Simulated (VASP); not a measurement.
# Pt (Fm-3m) in VASP: single point with PBE

Aim: the single point of Pt with PBE.

All numbers are computed with VASP 6.6.1; they aren't measurements. Logs are shortened: lines on timing, memory, paths and dates and some standing lists are left out, and cuts for length are marked.

## 1. The cell of the first run

Symmetry: Fm-3m, No. 225, cubic system. Conventional cell: a = 3.970 Å, b = 3.970 Å, c = 3.970 Å, α = 90.00°, β = 90.00°, γ = 90.00°. Pt (site symmetry m-3m) has 12 Pt at 2.81 Å within 3.7 Å.

## 2. Single point, PBE, non-collinear spin, zero start, spin-orbit coupling

POSCAR reads:

```
Pt
1.0
    0.0000000000      1.9850569793      1.9850569793
    1.9850569793      0.0000000000      1.9850569793
    1.9850569793      1.9850569793      0.0000000000
Pt
1
Direct
    0.0000000000      0.0000000000      0.0000000000
```

INCAR.step1 reads:

```
SYSTEM = Pt
  ALGO = Fast
  EDIFF = 1E-6
  ENCUT = 520
  GGA = PE
  GGA_COMPAT = .False.
  ISIF = 2
  ISMEAR = 0
  LASPH = .True.
  LCHARG = .True.
  LMAXMIX = 4
  LORBMOM = .True.
  LREAL = .False.
  LSORBIT = .True.
  LWAVE = .False.
  MAGMOM = 0 0 0
  NBANDS = 21
  NELM = 150
  PREC = Accurate
  SIGMA = 0.1
```

KPOINTS.step1 reads:

```
k-points
0
Gamma
  18 18 18
  0 0 0
```

INCAR.step2 reads:

```
SYSTEM = Pt
  ALGO = Fast
  EDIFF = 1E-6
  ENCUT = 520
  GGA = PE
  GGA_COMPAT = .False.
  ICHARG = 11
  ISIF = 2
  ISMEAR = -5
  LASPH = .True.
  LCHARG = .False.
  LMAXMIX = 4
  LORBIT = 10
  LORBMOM = .True.
  LREAL = .False.
  LSORBIT = .True.
  LWAVE = .False.
  MAGMOM = 0 0 0
  NEDOS = 1001
  NELM = 150
  PREC = Accurate
  SIGMA = 0.1
```

KPOINTS.step2 reads:

```
k-points
0
Gamma
  27 27 27
  0 0 0
```

Potentials or basis: VASP PAW PBE potentials, release 64 (Pt).

Command:

```console
$ cat potpaw_PBE.64/Pt/POTCAR > POTCAR
$ cp INCAR.step1 INCAR
$ cp KPOINTS.step1 KPOINTS
$ mpirun -np 1 vasp_ncl > vasp.out
$ cp INCAR.step2 INCAR
$ cp KPOINTS.step2 KPOINTS
$ mpirun -np 1 vasp_ncl > vasp.out
```

OUTCAR:

```text
SYSTEM = Pt
   EDIFF = 1E-6
   ENCUT = 520
   GGA = PE
   ICHARG = 11
   ISIF = 2
   ISMEAR = -5
   LASPH = .True.
   LORBIT = 10
   LREAL = .False.
   LSORBIT = .True.
   NELM = 150
   PREC = Accurate

 ion  position               nearest neighbor table
   1  0.000  0.000  0.000-

  LATTYP: Found a face centered cubic cell.
 ALAT       =     3.9701139586

  Lattice vectors:

 A1 = (   0.0000000000,   1.9850569793,   1.9850569793)
 A2 = (   1.9850569793,   0.0000000000,   1.9850569793)
 A3 = (   1.9850569793,   1.9850569793,   0.0000000000)

Analysis of symmetry for initial positions (statically):
=====================================================================
 Subroutine PRICEL returns:
 Original cell was already a primitive cell.

 Routine SETGRP: Setting up the symmetry group for a
 face centered cubic supercell.

 Subroutine GETGRP returns: Found 48 space group operations
 (whereof 48 operations were pure point group operations)
 out of a pool of 48 trial point group operations.

The static configuration has the point symmetry O_h .

Analysis of symmetry for dynamics (positions and initial velocities):
=====================================================================
 Subroutine PRICEL returns:
 Original cell was already a primitive cell.

 Routine SETGRP: Setting up the symmetry group for a
 face centered cubic supercell.

 Subroutine GETGRP returns: Found 48 space group operations
 (whereof 48 operations were pure point group operations)
 out of a pool of 48 trial point group operations.

The dynamic configuration has the point symmetry O_h .

Analysis of structural, dynamic, and magnetic symmetry:
=====================================================================
 Subroutine PRICEL returns:
 Original cell was already a primitive cell.

 Routine SETGRP: Setting up the symmetry group for a
 face centered cubic supercell.

 Subroutine GETGRP returns: Found 48 space group operations
 (whereof 48 operations were pure point group operations)
 out of a pool of 48 trial point group operations.

The overall configuration has the point symmetry O_h .

 Subroutine INISYM returns: Found 48 space group operations
 (whereof 48 operations are pure point group operations),
 and found     1 'primitive' translations

----------------------------------------------------------------------------------------

                                     Primitive cell

  volume of cell :      15.6440

  direct lattice vectors                    reciprocal lattice vectors
     0.000000000  1.985056979  1.985056979    -0.251881939  0.251881939  0.251881939
     1.985056979  0.000000000  1.985056979     0.251881939 -0.251881939  0.251881939
     1.985056979  1.985056979  0.000000000     0.251881939  0.251881939 -0.251881939

  length of vectors
     2.807294502  2.807294502  2.807294502     0.436272315  0.436272315  0.436272315

  position of ions in fractional coordinates (direct lattice)
     0.000000000  0.000000000  0.000000000

  ion indices of the primitive-cell ions
   primitive index   ion index
                 1           1

----------------------------------------------------------------------------------------

 KPOINTS: k-points

Automatic generation of k-mesh.
 Grid dimensions read from file:
 generate k-points for:   27   27   27

 Generating k-lattice:

  Cartesian coordinates                     Fractional coordinates (reciprocal lattice)
    -0.009328961  0.009328961  0.009328961     0.037037037  0.000000000  0.000000000
     0.009328961 -0.009328961  0.009328961     0.000000000  0.037037037  0.000000000
     0.009328961  0.009328961 -0.009328961     0.000000000  0.000000000  0.037037037

  Length of vectors
     0.016158234  0.016158234  0.016158234

  Shift w.r.t. Gamma in fractional coordinates (k-lattice)
     0.000000000  0.000000000  0.000000000

 TETIRR: Found   2653 inequivalent tetrahedra from   118098

 Subroutine IBZKPT returns following result:
[... 41 lines left out ...]
   ISTART =      0    job   : 0-new  1-cont  2-samecut
   ICHARG =     11    charge: 1-file 2-atom 10-const
   ISPIN  =      1    spin polarized calculation?
   LNONCOLLINEAR =      T non collinear calculations
   LSORBIT =      T    spin-orbit coupling
   LASPH  =      T    aspherical Exc in radial PAW
   ENCUT  =  520.0 eV  38.22 Ry    6.18 a.u.   5.22  5.22  5.22*2*pi/ulx,y,z
   NELM   =    150;   NELMIN=  2; NELMDL=  0     # of ELM steps
   EDIFF  = 0.1E-05   stopping-criterion for ELM
   LREAL  =      F    real-space projection
   EDIFFG = 0.1E-04   stopping-criterion for IOM
   NSW    =      0    number of steps for IOM
   IBRION =     -1    ionic relax: 0-MD 1-quasi-New 2-CG
   NFREE  =      0    steps in history (QN), initial steepest desc. (CG)
   ISIF   =      2    stress and relaxation
   ISYM   =      2    0-nonsym 1-usesym 2-fastsym
   POTIM  = 0.5000    time-step for ionic-motion
   TEBEG  =    0.0;   TEEND  =   0.0 temperature during run
   PSTRESS=    0.0 pullay stress
   NELECT =      10.0000    total number of electrons
   NUPDOWN=      -1.0000    fix difference up-down
   EMIN   =  10.00;   EMAX   =-10.00  energy-range for DOS
   EFERMI =   0.00;   METHOD = LEGACY
   ISMEAR =    -5;   SIGMA  =   0.10  broadening in eV -4-tet -1-fermi 0-gaus
   EFERMI_NEDOS =   21; number of points for ismear=-14 and -15
   IALGO  =     68    algorithm
   IMIX   =      4    mixing-type and parameters
     AMIX     =   0.40;   BMIX     =  1.00
     AMIX_MAG =   1.60;   BMIX_MAG =  1.00
  volume/ion in A,a.u.               =      15.64       105.57
  Fermi-wavevector in a.u.,A,eV,Ry     =   1.410236  2.664960 27.058806  1.988766
  Thomas-Fermi vector in A             =   2.532211
   LORBIT       =     10    0 simple, 1 ext, 2 COOP (PROOUT), +10 PAW based schemes
   GGA     = PE    functional components
   LHFCALC =     F    Hartree Fock is set to
   AEXX    =    0.0000 exact exchange contribution
   IVDW    =     0    specifies the selected vdW correction
   LEPSILON=     F    determine dielectric tensor
   LRPA    =     F    only Hartree local field effects (RPA)
 RMM-DIIS sequential band-by-band and
 Fermi weights with tetrahedron method with Bloechl corrections
  energy-cutoff  :      520.00
  volume of cell :       15.64
 maximum number of plane-waves:       888
 NGX is ok and might be reduce to    24

 number of electron      10.0000002 magnetization       0.0000000     -0.0000000      0.0000000

 Free energy of the ion-electron system (eV)
  ---------------------------------------------------
  ext. energy  EPLUGINS =         0.00000000
  ---------------------------------------------------
  free energy    TOTEN  =        -6.49279353 eV

  energy without entropy =       -6.49279353  energy(sigma->0) =       -6.49279353

 E-fermi :  10.6159     XC(G=0): -13.2748

 val. band max:       10.6415834307   @ k =   0.4815   0.4815   0.0000
 cond. band min:      10.6017036685   @ k =   0.3704   0.1852   0.0370
 fundamental gap:     -0.0398797623
 Fermi energy:        10.6159249339

 k-point     1 :       0.0000    0.0000    0.0000
  band No.  band energies     occupation
      1       0.7653      1.00000
      2       0.7653      1.00000
      3       6.5387      1.00000
      4       6.5387      1.00000
      5       6.5387      1.00000
      6       6.5387      1.00000
[... 481 lines left out ...]
      5       7.5406      1.00000
      6       7.5406      1.00000
[... 10 lines left out ...]
     17      30.0160      0.00000
     18      30.0160      0.00000

 [... further k-points ...]
[... 5 lines left out ...]
  --------------------------------------------------------------------------------------
  -------------------------------------------------------------------------------------
  Total        0.0186719      0.0186719      0.0186719     -0.0000000      0.0000000     -0.0000000
  in kB        1.9122706      1.9122706      1.9122706     -0.0000000      0.0000000     -0.0000000
  external PRESSURE =       1.9122706 kB  Pullay stress =       0.0000000 kB

 VOLUME and BASIS-vectors are now :
 -----------------------------------------------------------------------------
  energy-cutoff  :      520.00
  volume of cell :       15.64
      direct lattice vectors                 reciprocal lattice vectors
     0.000000000  1.985056979  1.985056979    -0.251881939  0.251881939  0.251881939
     1.985056979  0.000000000  1.985056979     0.251881939 -0.251881939  0.251881939
     1.985056979  1.985056979  0.000000000     0.251881939  0.251881939 -0.251881939

 POSITION                                       TOTAL-FORCE (eV/Angst)
 -----------------------------------------------------------------------------------
      0.00000      0.00000      0.00000         0.000000      0.000000      0.000000
 -----------------------------------------------------------------------------------
    total drift:                               -0.000000     -0.000000     -0.000000

  FREE ENERGIE OF THE ION-ELECTRON SYSTEM (eV)
  ---------------------------------------------------
  free  energy   TOTEN  =        -6.4927935280 eV

  energy  without entropy=       -6.4927935280  energy(sigma->0) =       -6.49279353

 orbital moment (x)

 # of ion     p       d       tot
 ----------------------------------------
  1         0.000  -0.000  -0.000
 ----------------------------------------
            0.000  -0.000  -0.000

 orbital moment (y)

 # of ion     p       d       tot
 ----------------------------------------
  1         0.000   0.000   0.000
 ----------------------------------------
            0.000   0.000   0.000

 orbital moment (z)

 # of ion     p       d       tot
 ----------------------------------------
  1         0.000   0.000   0.000
 ----------------------------------------
            0.000   0.000   0.000

 Spin-Orbit-Coupling matrix elements

 Ion:    1  E_soc:     -0.7890177
 l=   1
     0.0000000    -0.0317160    -0.0317160
    -0.0317160     0.0000000    -0.0317160
    -0.0317160    -0.0317160     0.0000000
 l=   2
     0.0000000    -0.0175474     0.0000000    -0.0175474    -0.0822395
    -0.0175474     0.0000000    -0.0616796    -0.0175474    -0.0205599
     0.0000000    -0.0616796     0.0000000    -0.0616796     0.0000000
    -0.0175474    -0.0175474    -0.0616796     0.0000000    -0.0205599
    -0.0822395    -0.0205599     0.0000000    -0.0205599     0.0000000
 l=   3
     0.0000000     0.0000000     0.0000000     0.0000000     0.0000000     0.0000000     0.0000000
     0.0000000     0.0000000     0.0000000     0.0000000     0.0000000     0.0000000     0.0000000
     0.0000000     0.0000000     0.0000000     0.0000000     0.0000000     0.0000000     0.0000000
     0.0000000     0.0000000     0.0000000     0.0000000     0.0000000     0.0000000     0.0000000
     0.0000000     0.0000000     0.0000000     0.0000000     0.0000000     0.0000000     0.0000000
     0.0000000     0.0000000     0.0000000     0.0000000     0.0000000     0.0000000     0.0000000
     0.0000000     0.0000000     0.0000000     0.0000000     0.0000000     0.0000000     0.0000000

 total charge

# of ion       s       p       d       tot
------------------------------------------
    1        0.623   0.585   7.998   9.206

 magnetization (x)

# of ion       s       p       d       tot
------------------------------------------
    1        0.000   0.000   0.000   0.000

 magnetization (y)

# of ion       s       p       d       tot
------------------------------------------
    1       -0.000   0.000   0.000  -0.000

 magnetization (z)

# of ion       s       p       d       tot
------------------------------------------
    1        0.000  -0.000   0.000  -0.000
```

It took 3.5 min on 1 thread of Intel Xeon 6975P-C (Granite Rapids), shared host; peak memory 0.36 GiB.

What came out:

- Net moment: 0.00 μB per cell
- Valence electrons inside the program's atomic spheres: Pt 9.21

Moments on the atoms (μB; x, y, z):
```
Pt  0.00 0.00 0.00
```
